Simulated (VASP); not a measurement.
Write the native input for VASP 6.6.1 that does the following.

```yaml
Task: relaxation of cell and atoms
Functional: LDA
Potentials_or_basis: VASP PAW LDA potentials, release 64 (Ta_pv, N)
Cutoff: 600 eV
k_mesh: 5 × 5 × 8
Occupations: fermi-dirac, width 0.1 eV
Spin: no spin polarisation
Dipole_correction: no
Further_INCAR_settings: ALGO = Normal; EDIFF = 1e-06; IBRION = 2; EDIFFG = -0.02; NSW = 80; ISIF = 3
```

The structure of TaN lies in POSCAR:

```
TaN
1.0
    5.1910000000      0.0000000000      0.0000000000
   -2.5955000000      4.4955380000      0.0000000000
    0.0000000000      0.0000000000      2.9080000000
Ta N
3 3
Direct
    0.0000000000      0.0000000000      0.0000000000
    0.3333333333      0.6666666667      0.5000000000
    0.6666666667      0.3333333333      0.5000000000
    0.5000000000      0.0000000000      0.0000000000
    0.5000000000      0.5000000000      0.0000000000
    0.0000000000      0.5000000000      0.0000000000
```

These files were run (other wordings do the same):

INCAR

```
SYSTEM = TaN
PREC = Accurate ; ENCUT = 600
EDIFF = 1E-6 ; ISMEAR = -1
SIGMA = 0.1 ; LREAL = .FALSE.
LASPH = .TRUE. ; NELM = 80
ALGO = Normal ; ISIF = 3
LWAVE = .FALSE. ; LCHARG = .FALSE.
GGA = CA ; IBRION = 2
NSW = 80 ; EDIFFG = -0.02
```

KPOINTS

```
regular mesh
0
G
  5 5 8
  0 0 0
```

Potentials or basis: VASP PAW LDA potentials, release 64 (Ta_pv, N).

Command:

```bash
$ cat potpaw_LDA.64/Ta_pv/POTCAR potpaw_LDA.64/N/POTCAR > POTCAR
$ mpirun -np 1 vasp_std > vasp.out
```

Results of the run:

```yaml
Relaxed_volume: 11.19 Å³/atom
Relaxed_cell: a = 5.176 Å, b = 5.176 Å, c = 2.894 Å, α = 90.00°, β = 90.00°, γ = 120.00°
Space_group_after_relaxing_to_0.1_Å: P6/mmm (No. 191)
Energy_gained_by_relaxing: 1.5 meV/atom
Ionic_steps: 3
Pressure_after_relaxing: -0.1 GPa
Band_gap_on_the_k_mesh: zero (bands 24 and 25 overlap by 2.19 eV)
```

Caveat: spin-orbit coupling is left out, which moves the levels of the heavy elements.

It took 72 s on 1 thread of AMD EPYC 9R45 96-Core Processor (Zen 5), on a shared host, peak memory 0.18 GiB.
